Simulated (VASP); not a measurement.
BeC63 (a cell with a defect), 64 atoms in the cell. The cell holds a defect, 64 atoms: a = 7.108 Å, b = 7.108 Å, c = 7.108 Å, α = 90.00°, β = 90.00°, γ = 90.00°. 

- Program: VASP 6.6.1
- Task: single point
- Functional: PBEsol
- Potentials or basis: VASP PAW PBE potentials, release 64 (C, Be)
- Cutoff: 520 eV
- k mesh: 1 × 1 × 1, shifted
- Occupations: fermi-dirac, width 0.05 eV
- Spin: collinear spin
- Dipole correction: no
- Charge: 1
- Further INCAR settings: LREAL = Auto; ALGO = Normal; EDIFF = 1e-07; NBANDS = 169; ISYM = 0; NELECT = 253.0

Potentials or basis: VASP PAW PBE potentials, release 64 (C, Be).

The run is started by

```bash
$ cat potpaw_PBE.64/C/POTCAR potpaw_PBE.64/Be/POTCAR > POTCAR
$ mpirun -np 1 vasp_std > vasp.out
```

Hardware: 1 thread of Intel Xeon 8259CL (shared host).

Task: Estimate the wall time of this run.

Result: It took 44 min on 1 thread of Intel Xeon 8259CL (shared host), peak memory 0.7 GiB. Counts: scf iterations 22, k points 4.
